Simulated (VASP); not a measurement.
# Lu3Si (Pm-3m) in VASP: a series of runs, part 2 of 2

VASP 6.6.1.

## (3) Single point, PBE

This run uses another cell than the first one, of 22.48 Å³/atom, 1.021 times its volume.

Contents of INCAR:

```
PREC = Accurate
ENCUT = 520
EDIFF = 1E-6
ISMEAR = 0
SIGMA = 0.1
LREAL = False
LASPH = True
NELM = 80
ALGO = Normal
ISIF = 2
LWAVE = False
LCHARG = False
GGA = PE
NBANDS = 48
```

Contents of KPOINTS:

```
Automatic mesh
0
Gamma
  5 5 5
```

Contents of POSCAR:

```
Lu3Si
1.0
    4.4800409490      0.0000000000      0.0000000000
    0.0000000000      4.4800409490      0.0000000000
    0.0000000000      0.0000000000      4.4800409490
Lu Si
3 1
Direct
    0.0000000000      0.5000000000      0.5000000000
    0.5000000000      0.0000000000      0.5000000000
    0.5000000000      0.5000000000      0.0000000000
    0.0000000000      0.0000000000      0.0000000000
```

Potentials or basis: VASP PAW PBE potentials, release 64 (Lu, Si).

Run with:

```sh
$ cat potpaw_PBE.64/Lu/POTCAR potpaw_PBE.64/Si/POTCAR > POTCAR
$ mpirun -np 1 vasp_std > vasp.out
```

OUTCAR:

```text
PREC = Accurate
   ENCUT = 520
   EDIFF = 1E-6
   ISMEAR = 0
   LREAL = False
   LASPH = True
   NELM = 80
   ISIF = 2
   GGA = PE

 ion  position               nearest neighbor table
   1  0.000  0.500  0.500-   2 3.17   3 3.17   4 3.17   3 3.17   4 3.17   2 3.17   4 3.17   4 3.17
                             2 3.17   3 3.17   3 3.17   2 3.17
   2  0.500  0.000  0.500-   1 3.17   3 3.17   4 3.17   3 3.17   4 3.17   1 3.17   3 3.17   3 3.17
                             1 3.17   4 3.17   4 3.17   1 3.17
   3  0.500  0.500  0.000-   1 3.17   2 3.17   4 3.17   1 3.17   2 3.17   2 3.17   4 3.17   2 3.17
                             1 3.17   4 3.17   1 3.17   4 3.17
   4  0.000  0.000  0.000-   1 3.17   2 3.17   3 3.17   1 3.17   2 3.17   1 3.17   3 3.17   1 3.17
                             2 3.17   3 3.17   2 3.17   3 3.17

  LATTYP: Found a simple cubic cell.
 ALAT       =     4.4800409490

  Lattice vectors:

 A1 = (   4.4800409490,   0.0000000000,   0.0000000000)
 A2 = (   0.0000000000,   4.4800409490,   0.0000000000)
 A3 = (   0.0000000000,   0.0000000000,   4.4800409490)

Analysis of symmetry for initial positions (statically):
[... 164 lines left out ...]

 val. band max:        3.9290007211   @ k =   0.4000   0.4000   0.0000
 cond. band min:       4.0767852063   @ k =   0.4000   0.2000   0.2000
 fundamental gap:      0.1477844852
 Fermi energy:         3.9760571840

 k-point     1 :       0.0000    0.0000    0.0000
  band No.  band energies     occupation
      1     -52.1066      2.00000
      2     -52.0133      2.00000
      3     -52.0133      2.00000
      4     -23.1562      2.00000
      5     -23.1562      2.00000
      6     -23.1562      2.00000
[... 499 lines left out ...]
     47       7.3724      0.00000
     48       8.0869      0.00000

------------------------ aborting loop because EDIFF is reached ----------------------------------------

  FORCE on cell =-STRESS in cart. coord.  units (eV):
  Direction    XX          YY          ZZ          XY          YZ          ZX
  --------------------------------------------------------------------------------------
  -------------------------------------------------------------------------------------
  Total        1.2730490      1.2730490      1.2730490     -0.0000000     -0.0000000      0.0000000
  in kB       22.6834838     22.6834838     22.6834838     -0.0000000     -0.0000000      0.0000000
  external PRESSURE =      22.6834838 kB  Pullay stress =       0.0000000 kB

 VOLUME and BASIS-vectors are now :
 -----------------------------------------------------------------------------
  energy-cutoff  :      520.00
  volume of cell :       89.92
      direct lattice vectors                 reciprocal lattice vectors
     4.480040949  0.000000000  0.000000000     0.223212245  0.000000000  0.000000000
     0.000000000  4.480040949  0.000000000     0.000000000  0.223212245  0.000000000
     0.000000000  0.000000000  4.480040949     0.000000000  0.000000000  0.223212245

 POSITION                                       TOTAL-FORCE (eV/Angst)
 -----------------------------------------------------------------------------------
      0.00000      2.24002      2.24002         0.000000      0.000000      0.000000
      2.24002      0.00000      2.24002         0.000000      0.000000      0.000000
      2.24002      2.24002      0.00000         0.000000      0.000000      0.000000
      0.00000      0.00000      0.00000         0.000000      0.000000      0.000000
 -----------------------------------------------------------------------------------
    total drift:                                0.000000      0.000000      0.000000

  FREE ENERGIE OF THE ION-ELECTRON SYSTEM (eV)
  ---------------------------------------------------
  free  energy   TOTEN  =       -19.8642174120 eV

  energy  without entropy=      -19.8449926499  energy(sigma->0) =      -19.85460503
```

OSZICAR:

```text
N       E                     dE             d eps       ncg     rms          rms(c)
DAV:   1     0.649808546130E+03    0.64981E+03   -0.26437E+04  1424   0.518E+03
DAV:   2     0.744687895657E+02   -0.57534E+03   -0.53934E+03  1216   0.899E+02
DAV:   3    -0.768014696234E+01   -0.82149E+02   -0.79276E+02  1056   0.192E+02
DAV:   4    -0.197030084970E+02   -0.12023E+02   -0.11689E+02  1616   0.542E+01
DAV:   5    -0.203294326430E+02   -0.62642E+00   -0.62419E+00  1488   0.118E+01    0.731E+00
DAV:   6    -0.199249202188E+02    0.40451E+00   -0.16227E+00  1568   0.192E+01    0.329E+00
DAV:   7    -0.198669432519E+02    0.57977E-01   -0.33822E-01  1344   0.311E+00    0.880E-01
DAV:   8    -0.198631959218E+02    0.37473E-02   -0.69423E-02  1448   0.181E+00    0.291E-01
DAV:   9    -0.198639033023E+02   -0.70738E-03   -0.43470E-03  1472   0.612E-01    0.157E-01
DAV:  10    -0.198642101695E+02   -0.30687E-03   -0.13911E-03  1456   0.255E-01    0.293E-02
DAV:  11    -0.198642140770E+02   -0.39075E-05   -0.13259E-04  1432   0.114E-01    0.210E-02
DAV:  12    -0.198642176635E+02   -0.35865E-05   -0.17888E-05  1256   0.407E-02    0.360E-03
DAV:  13    -0.198642174120E+02    0.25146E-06   -0.12595E-06   760   0.995E-03
   1 F= -.19864217E+02 E0= -.19854605E+02  d E =-.192248E-01
```

Run time: 20 s. Hardware: 1 thread of Intel Xeon 6975P-C (Granite Rapids), shared host; peak memory 0.22 GiB.

What came out:

* Free energy: -19.8642 eV
* Pressure: 2.3 GPa

Caveat: spin-orbit coupling is left out, which moves the levels of the heavy elements.

## (4) Single point, PBE

This run uses another cell than the first one, of 22.95 Å³/atom, 1.043 times its volume.

Contents of INCAR:

```
SYSTEM = Lu3Si
PREC = Accurate ; ENCUT = 520
EDIFF = 1E-6 ; ISMEAR = 0
SIGMA = 0.1 ; LREAL = .FALSE.
LASPH = .TRUE. ; NELM = 80
ALGO = Normal ; ISIF = 2
LWAVE = .FALSE. ; LCHARG = .FALSE.
GGA = PE ; NBANDS = 48
```

Contents of KPOINTS:

```
Automatic mesh
0
G
  5 5 5
  0 0 0
```

Contents of POSCAR:

```
Lu3Si
1.0
    4.5109387595      0.0000000000      0.0000000000
    0.0000000000      4.5109387595      0.0000000000
    0.0000000000      0.0000000000      4.5109387595
Lu Si
3 1
Direct
    0.0000000000      0.5000000000      0.5000000000
    0.5000000000      0.0000000000      0.5000000000
    0.5000000000      0.5000000000      0.0000000000
    0.0000000000      0.0000000000      0.0000000000
```

Run with:

```sh
$ cat potpaw_PBE.64/Lu/POTCAR potpaw_PBE.64/Si/POTCAR > POTCAR
$ mpirun -np 1 vasp_std > vasp.out
```

Wall time 20 s (1 thread of Intel Xeon 6975P-C (Granite Rapids), shared host); peak memory 0.22 GiB.

It converged, with:

- Free energy: -19.8823 eV
- Pressure: 0.9 GPa

Levels at points of the mesh, in eV from the Fermi level:
```tsv
k point	band 37	band 38	band 39	band 40	band 41	band 42	band 43	band 44
(0.00, 0.00, 0.00)	-1.62	-0.71	-0.71	-0.71	-0.51	-0.51	-0.51	2.45
```

Caveat: spin-orbit coupling is left out, which moves the levels of the heavy elements.

## (5) Single point, PBE

This run uses another cell than the first one, of 23.42 Å³/atom, 1.064 times its volume.

Contents of INCAR:

```
SYSTEM = Lu3Si
  PREC = Accurate
  ENCUT = 520
  EDIFF = 1E-6
  ISMEAR = 0
  SIGMA = 0.1
  LREAL = .FALSE.
  LASPH = .TRUE.
  NELM = 100
  ALGO = Normal
  ISIF = 2
  LWAVE = .FALSE.
  LCHARG = .FALSE.
  GGA = PE
  NBANDS = 48
```

Contents of KPOINTS:

```
regular mesh
0
G
  5 5 5
  0 0 0
```

Contents of POSCAR:

```
Lu3Si
1.0
    4.5414190000      0.0000000000      0.0000000000
    0.0000000000      4.5414190000      0.0000000000
    0.0000000000      0.0000000000      4.5414190000
Lu Si
3 1
Direct
    0.0000000000      0.5000000000      0.5000000000
    0.5000000000      0.0000000000      0.5000000000
    0.5000000000      0.5000000000      0.0000000000
    0.0000000000      0.0000000000      0.0000000000
```

Potentials or basis: VASP PAW PBE potentials, release 64 (Lu, Si).

Run with:

```sh
$ cat potpaw_PBE.64/Lu/POTCAR potpaw_PBE.64/Si/POTCAR > POTCAR
$ mpirun -np 1 vasp_std > vasp.out
```

OUTCAR:

```text
SYSTEM = Lu3Si
   PREC = Accurate
   ENCUT = 520
   EDIFF = 1E-6
   ISMEAR = 0
   LREAL = .FALSE.
   LASPH = .TRUE.
   NELM = 100
   ISIF = 2
   GGA = PE

 ion  position               nearest neighbor table
   1  0.000  0.500  0.500-   2 3.21   3 3.21   4 3.21   3 3.21   4 3.21   2 3.21   4 3.21   4 3.21
                             2 3.21   3 3.21   3 3.21   2 3.21
   2  0.500  0.000  0.500-   1 3.21   3 3.21   4 3.21   3 3.21   4 3.21   1 3.21   3 3.21   3 3.21
                             1 3.21   4 3.21   4 3.21   1 3.21
   3  0.500  0.500  0.000-   1 3.21   2 3.21   4 3.21   1 3.21   2 3.21   2 3.21   4 3.21   2 3.21
                             1 3.21   4 3.21   1 3.21   4 3.21
   4  0.000  0.000  0.000-   1 3.21   2 3.21   3 3.21   1 3.21   2 3.21   1 3.21   3 3.21   1 3.21
                             2 3.21   3 3.21   2 3.21   3 3.21

  LATTYP: Found a simple cubic cell.
 ALAT       =     4.5414190000

  Lattice vectors:

 A1 = (   4.5414190000,   0.0000000000,   0.0000000000)
 A2 = (   0.0000000000,   4.5414190000,   0.0000000000)
 A3 = (   0.0000000000,   0.0000000000,   4.5414190000)

Analysis of symmetry for initial positions (statically):
=====================================================================
 Subroutine PRICEL returns:
 Original cell was already a primitive cell.
[... 164 lines left out ...]
 fundamental gap:      0.1380375808
 Fermi energy:         3.7756457299

 k-point     1 :       0.0000    0.0000    0.0000
  band No.  band energies     occupation
      1     -52.4062      2.00000
      2     -52.3281      2.00000
      3     -52.3281      2.00000
      4     -23.4042      2.00000
      5     -23.4042      2.00000
      6     -23.4042      2.00000
[... 499 lines left out ...]
     47       7.0770      0.00000
     48       7.6254      0.00000

------------------------ aborting loop because EDIFF is reached ----------------------------------------

  FORCE on cell =-STRESS in cart. coord.  units (eV):
  Direction    XX          YY          ZZ          XY          YZ          ZX
  --------------------------------------------------------------------------------------
  -------------------------------------------------------------------------------------
  Total       -0.2397483     -0.2397483     -0.2397483     -0.0000000     -0.0000000      0.0000000
  in kB       -4.1010158     -4.1010158     -4.1010158     -0.0000000     -0.0000000      0.0000000
  external PRESSURE =      -4.1010158 kB  Pullay stress =       0.0000000 kB

 VOLUME and BASIS-vectors are now :
 -----------------------------------------------------------------------------
  energy-cutoff  :      520.00
  volume of cell :       93.66
      direct lattice vectors                 reciprocal lattice vectors
     4.541419000  0.000000000  0.000000000     0.220195494  0.000000000  0.000000000
     0.000000000  4.541419000  0.000000000     0.000000000  0.220195494  0.000000000
     0.000000000  0.000000000  4.541419000     0.000000000  0.000000000  0.220195494

 POSITION                                       TOTAL-FORCE (eV/Angst)
 -----------------------------------------------------------------------------------
      0.00000      2.27071      2.27071         0.000000      0.000000      0.000000
      2.27071      0.00000      2.27071         0.000000      0.000000      0.000000
      2.27071      2.27071      0.00000         0.000000      0.000000      0.000000
      0.00000      0.00000      0.00000         0.000000      0.000000      0.000000
 -----------------------------------------------------------------------------------
    total drift:                                0.000000      0.000000      0.000000

  FREE ENERGIE OF THE ION-ELECTRON SYSTEM (eV)
  ---------------------------------------------------
  free  energy   TOTEN  =       -19.8847935602 eV

  energy  without entropy=      -19.8632343766  energy(sigma->0) =      -19.87401397
```

stdout:

```text
POSCAR found type information on POSCAR LuSi
 POSCAR found :  2 types and       4 ions
 scaLAPACK will be used
 LDA part: xc-table for (Slater+PW92), standard interpolation
 POSCAR, INCAR and KPOINTS ok, starting setup
 FFT: planning ... GRIDC
 FFT: planning ... GRID_SOFT
 FFT: planning ... GRID
 WAVECAR not read
 entering main loop
```

Wall time 20 s (1 thread of Intel Xeon 6975P-C (Granite Rapids), shared host); peak memory 0.22 GiB.

What came out:

| Quantity | Value |
| --- | --- |
| Free energy | -19.8848 eV |
| Pressure | -0.4 GPa |

Caveat: spin-orbit coupling is left out, which moves the levels of the heavy elements.

## (6) Single point, PBE

This run uses another cell than the first one, of 23.88 Å³/atom, 1.085 times its volume.

Contents of INCAR:

```
  ALGO = Normal
  EDIFF = 1E-6
  ENCUT = 520
  GGA = PE
  ISIF = 2
  ISMEAR = 0
  LASPH = True
  LCHARG = False
  LREAL = False
  LWAVE = False
  NBANDS = 48
  NELM = 60
  PREC = Accurate
  SIGMA = 0.1
```

Contents of KPOINTS:

```
k-points
0
Gamma
  5 5 5
```

Contents of POSCAR:

```
Lu3Si
1.0
    4.5714954990      0.0000000000      0.0000000000
    0.0000000000      4.5714954990      0.0000000000
    0.0000000000      0.0000000000      4.5714954990
Lu Si
3 1
Direct
    0.0000000000      0.5000000000      0.5000000000
    0.5000000000      0.0000000000      0.5000000000
    0.5000000000      0.5000000000      0.0000000000
    0.0000000000      0.0000000000      0.0000000000
```

Potentials or basis: VASP PAW PBE potentials, release 64 (Lu, Si).

Run with:

```sh
$ cat potpaw_PBE.64/Lu/POTCAR potpaw_PBE.64/Si/POTCAR > POTCAR
$ mpirun -np 1 vasp_std > vasp.out
```

It took 20 s on 1 thread of Intel Xeon 6975P-C (Granite Rapids), shared host; peak memory 0.22 GiB.

The run converged. Its results:

```yaml
Free_energy: -19.8730 eV
Pressure: -1.6 GPa
```

Levels at points of the mesh, in eV from the Fermi level:
```csv
k point,band 37,band 38,band 39,band 40,band 41,band 42,band 43,band 44
"(0.00, 0.00, 0.00)",-1.55,-0.65,-0.65,-0.65,-0.57,-0.57,-0.57,2.18
```

Caveat: spin-orbit coupling is left out, which moves the levels of the heavy elements.

## (7) Summary

| cell | gap on the mesh (eV) | pressure (GPa) |
| --- | --- | --- |
| a = 4.449 Å, 4 atoms | none | 3.8 |
| a = 4.480 Å, 4 atoms | none | 2.3 |
| a = 4.511 Å, 4 atoms | none | 0.9 |
| a = 4.541 Å, 4 atoms | none | -0.4 |
| a = 4.571 Å, 4 atoms | none | -1.6 |

Alike in all rows: task single point; level PBE; potentials or basis VASP PAW PBE potentials, release 64 (Lu, Si); no spin polarisation; k mesh 5 × 5 × 5; cutoff (eV) 520; smearing gaussian 0.1 eV.

Caveats: spin-orbit coupling is left out, which moves the levels of the heavy elements.

Absolute energies hang on the potentials; compare differences alone.
